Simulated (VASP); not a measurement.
# TiO2 (I4_1/amd) in VASP: a series of runs, part 2 of 2

VASP 6.6.1.

### 3 Single point, PBE (strain -3.0%)

Contents of INCAR:

```
SYSTEM = TiO2
ALGO = Normal ; EDIFF = 1E-6
ENCUT = 520 ; GGA = PE
ISIF = 2 ; ISMEAR = -1
LASPH = .TRUE. ; LCHARG = .TRUE.
LELF = .TRUE. ; LREAL = .FALSE.
LVHAR = .TRUE. ; LWAVE = .FALSE.
NBANDS = 33 ; NELM = 60
PREC = Accurate ; SIGMA = 0.02
```

Contents of KPOINTS:

```
k-points
0
G
  10 10 10
  0 0 0
```

Contents of POSCAR:

```
TiO2
1.0
   -1.8322318463      1.8322318463      4.6479640318
    1.8322318463     -1.8322318463      4.6479640318
    1.8322318463      1.8322318463     -4.6479640318
Ti O
2 4
Direct
    0.7500000000      0.2500000000      0.5000000000
    0.0000000000      0.0000000000      0.0000000000
    0.5394695301      0.0394695301      0.5000000000
    0.7894695301      0.7894695301      0.0000000000
    0.2105304699      0.2105304699      0.0000000000
    0.9605304699      0.4605304699      0.5000000000
```

Potentials or basis: VASP PAW PBE potentials, release 64 (Ti_sv, O).

Run with:

```console
$ cat potpaw_PBE.64/Ti_sv/POTCAR potpaw_PBE.64/O/POTCAR > POTCAR
$ mpirun -np 1 vasp_std > vasp.out
```

OUTCAR:

```text
SYSTEM = TiO2
   EDIFF = 1E-6
   ENCUT = 520
   GGA = PE
   ISIF = 2
   ISMEAR = -1
   LASPH = .TRUE.
   LREAL = .FALSE.
   NELM = 60
   PREC = Accurate

 ion  position               nearest neighbor table
   1  0.750  0.250  0.500-   4 1.87   5 1.87   4 1.87   5 1.87   3 1.96   6 1.96
   2  0.000  0.000  0.000-   3 1.87   6 1.87   3 1.87   6 1.87   5 1.96   4 1.96
   3  0.539  0.039  0.500-   2 1.87   2 1.87   1 1.96
   4  0.789  0.789  0.000-   1 1.87   1 1.87   2 1.96
   5  0.211  0.211  0.000-   1 1.87   1 1.87   2 1.96
   6  0.961  0.461  0.500-   2 1.87   2 1.87   1 1.96

  LATTYP: Found a body centered tetragonal cell.
 ALAT       =     3.6644636926
 C/A-ratio  =     2.5367772322

  Lattice vectors:

 A1 = (  -1.8322318463,   1.8322318463,   4.6479640318)
 A2 = (   1.8322318463,  -1.8322318463,   4.6479640318)
 A3 = (   1.8322318463,   1.8322318463,  -4.6479640318)

Analysis of symmetry for initial positions (statically):
=====================================================================
 Subroutine PRICEL returns:
 Original cell was already a primitive cell.

 Routine SETGRP: Setting up the symmetry group for a
 body centered tetragonal supercell.

 Subroutine GETGRP returns: Found 16 space group operations
 (whereof  8 operations were pure point group operations)
 out of a pool of 16 trial point group operations.

The static configuration has the point symmetry D_2d.
 The point group associated with its full space group is D_4h.

Analysis of symmetry for dynamics (positions and initial velocities):
=====================================================================
 Subroutine PRICEL returns:
 Original cell was already a primitive cell.

 Routine SETGRP: Setting up the symmetry group for a
 body centered tetragonal supercell.

 Subroutine GETGRP returns: Found 16 space group operations
 (whereof  8 operations were pure point group operations)
 out of a pool of 16 trial point group operations.

The dynamic configuration has the point symmetry D_2d.
 The point group associated with its full space group is D_4h.

 Subroutine INISYM returns: Found 16 space group operations
 (whereof  8 operations are pure point group operations),
 and found     1 'primitive' translations

----------------------------------------------------------------------------------------

                                     Primitive cell

  volume of cell :      62.4142

  direct lattice vectors                    reciprocal lattice vectors
    -1.832231846  1.832231846  4.647964032     0.000000000  0.272891229  0.107573982
     1.832231846 -1.832231846  4.647964032     0.272891229  0.000000000  0.107573982
     1.832231846  1.832231846 -4.647964032     0.272891229  0.272891229  0.000000000

  length of vectors
     5.321439346  5.321439346  5.321439346     0.293328799  0.293328799  0.385926477

  position of ions in fractional coordinates (direct lattice)
     0.750000000  0.250000000  0.500000000
     0.000000000  0.000000000  0.000000000
     0.539469530  0.039469530  0.500000000
     0.789469530  0.789469530  0.000000000
     0.210530470  0.210530470  0.000000000
     0.960530470  0.460530470  0.500000000

  ion indices of the primitive-cell ions
   primitive index   ion index
                 1           1
[... 23 lines left out ...]

  Shift w.r.t. Gamma in fractional coordinates (k-lattice)
     0.000000000  0.000000000  0.000000000

 Subroutine IBZKPT returns following result:
 ===========================================

 Found    102 irreducible k-points:

 Following reciprocal coordinates:
            Coordinates               Weight
  0.000000  0.000000  0.000000      1.000000
  0.100000  0.000000 -0.000000      8.000000
  0.200000  0.000000 -0.000000      8.000000
  0.300000  0.000000 -0.000000      8.000000
  0.400000  0.000000 -0.000000      8.000000
  0.500000  0.000000 -0.000000      4.000000
[... 16 lines left out ...]
  0.300000  0.300000 -0.000000      8.000000
  0.400000  0.300000  0.000000     16.000000
 [... further k-points ...]
   k-points           NKPTS =    102   k-points in BZ     NKDIM =    102   number of bands    NBANDS=     33
   number of dos      NEDOS =    301   number of ions     NIONS =      6
   total plane-waves  NPLWV =  64000
   dimension x,y,z NGX =    40 NGY =   40 NGZ =   40
   dimension x,y,z NGXF=    80 NGYF=   80 NGZF=   80
   ions per type =               2   4
   NGX,Y,Z   is equivalent  to a cutoff of  12.50, 12.50, 12.50 a.u.
   NGXF,Y,Z  is equivalent  to a cutoff of  24.99, 24.99, 24.99 a.u.
 SYSTEM =  TiO2
   PREC   = accura    normal or accurate (medium, high low for compatibility)
   ISTART =      0    job   : 0-new  1-cont  2-samecut
   ICHARG =      2    charge: 1-file 2-atom 10-const
   ISPIN  =      1    spin polarized calculation?
   LNONCOLLINEAR =      F non collinear calculations
   LSORBIT =      F    spin-orbit coupling
   LASPH  =      T    aspherical Exc in radial PAW
   ENCUT  =  520.0 eV  38.22 Ry    6.18 a.u.   9.89  9.89  9.89*2*pi/ulx,y,z
   NELM   =     60;   NELMIN=  2; NELMDL= -5     # of ELM steps
   EDIFF  = 0.1E-05   stopping-criterion for ELM
   LREAL  =      F    real-space projection
   EDIFFG = 0.1E-04   stopping-criterion for IOM
   NSW    =      0    number of steps for IOM
   IBRION =     -1    ionic relax: 0-MD 1-quasi-New 2-CG
   NFREE  =      0    steps in history (QN), initial steepest desc. (CG)
   ISIF   =      2    stress and relaxation
   ISYM   =      2    0-nonsym 1-usesym 2-fastsym
   POTIM  = 0.5000    time-step for ionic-motion
   TEBEG  =    0.0;   TEEND  =   0.0 temperature during run
   PSTRESS=    0.0 pullay stress
   NELECT =      48.0000    total number of electrons
   NUPDOWN=      -1.0000    fix difference up-down
   EMIN   =  10.00;   EMAX   =-10.00  energy-range for DOS
   EFERMI =   0.00;   METHOD = LEGACY
   ISMEAR =    -1;   SIGMA  =   0.02  broadening in eV -4-tet -1-fermi 0-gaus
   EFERMI_NEDOS =   21; number of points for ismear=-14 and -15
   IALGO  =     38    algorithm
   IMIX   =      4    mixing-type and parameters
     AMIX     =   0.40;   BMIX     =  1.00
     AMIX_MAG =   1.60;   BMIX_MAG =  1.00
  volume/ion in A,a.u.               =      10.40        70.20
  Fermi-wavevector in a.u.,A,eV,Ry     =   1.499894  2.834390 30.608802  2.249683
  Thomas-Fermi vector in A             =   2.611465
   LORBIT       =      0    0 simple, 1 ext, 2 COOP (PROOUT), +10 PAW based schemes
   GGA     = PE    functional components
   LHFCALC =     F    Hartree Fock is set to
   AEXX    =    0.0000 exact exchange contribution
   IVDW    =     0    specifies the selected vdW correction
   LEPSILON=     F    determine dielectric tensor
   LRPA    =     F    only Hartree local field effects (RPA)
 non-spin polarized calculation
  energy-cutoff  :      520.00
  volume of cell :       62.41
 maximum number of plane-waves:      1698
   NGX = 19   NGY = 19   NGZ = 19

 number of electron      47.9999998 magnetization

 Free energy of the ion-electron system (eV)
  ---------------------------------------------------
  ext. energy  EPLUGINS =         0.00000000
  ---------------------------------------------------
  free energy    TOTEN  =       -53.24040560 eV

  energy without entropy =      -53.24040560  energy(sigma->0) =      -53.24040560

 E-fermi :   4.6947     XC(G=0): -11.2047

 val. band max:        4.2853163470   @ k =  -0.4000   0.4000   0.0000
 cond. band min:       6.5203679067   @ k =   0.0000   0.0000   0.0000
 fundamental gap:      2.2350515597
 Fermi energy:         4.6947116183

 k-point     1 :       0.0000    0.0000    0.0000
  band No.  band energies     occupation
      1     -51.8291      2.00000
      2     -51.7419      2.00000
      3     -28.4135      2.00000
      4     -28.1178      2.00000
      5     -28.1178      2.00000
      6     -28.0233      2.00000
[... 853 lines left out ...]
     32      11.4323      0.00000
     33      12.5785      0.00000

 [... further k-points ...]
[... 5 lines left out ...]
  --------------------------------------------------------------------------------------
  -------------------------------------------------------------------------------------
  Total       12.0202431     12.0202431      9.3004162      0.0000000      0.0000000      0.0000000
  in kB      308.5604288    308.5604288    238.7422939      0.0000000      0.0000000      0.0000000
  external PRESSURE =     285.2877172 kB  Pullay stress =       0.0000000 kB

 VOLUME and BASIS-vectors are now :
 -----------------------------------------------------------------------------
  energy-cutoff  :      520.00
  volume of cell :       62.41
      direct lattice vectors                 reciprocal lattice vectors
    -1.832231846  1.832231846  4.647964032     0.000000000  0.272891229  0.107573982
     1.832231846 -1.832231846  4.647964032     0.272891229  0.000000000  0.107573982
     1.832231846  1.832231846 -4.647964032     0.272891229  0.272891229  0.000000000

 POSITION                                       TOTAL-FORCE (eV/Angst)
 -----------------------------------------------------------------------------------
      0.00000      1.83223      2.32398         0.000000      0.000000      0.000000
      0.00000      0.00000      0.00000         0.000000      0.000000      0.000000
      0.00000      1.83223      0.36691        -0.000000      0.000000     -0.110942
      0.00000      0.00000      7.33885         0.000000     -0.000000     -0.110942
      0.00000      0.00000      1.95708         0.000000     -0.000000      0.110942
      0.00000      1.83223      4.28106        -0.000000      0.000000      0.110942
 -----------------------------------------------------------------------------------
    total drift:                                0.000000      0.000000     -0.000000

  FREE ENERGIE OF THE ION-ELECTRON SYSTEM (eV)
  ---------------------------------------------------
  free  energy   TOTEN  =       -53.2404056039 eV

  energy  without entropy=      -53.2404056039  energy(sigma->0) =      -53.24040560
```

Wall time 6.2 min (1 thread of AMD EPYC 9R14 (Zen 4), shared host); peak memory 0.31 GiB.

What came out:

```
Free energy            : -53.2404 eV
Pressure               : 28.5 GPa
Largest force          : 0.111 eV/Å
Band gap on the k mesh : 2.24 eV (least direct gap 2.63 eV)
```

Forces in eV/Å, atoms in the order of the input:
```
Ti   0.000  0.000  0.000
Ti   0.000  0.000  0.000
O    0.000  0.000 -0.111
O    0.000  0.000 -0.111
O    0.000  0.000  0.111
O    0.000  0.000  0.111
```

Caveat: the cell differs from its parent crystal (strain -3.0%); the stress differs along the axes, from 24 to 31 GPa. A k mesh can miss the band edges.
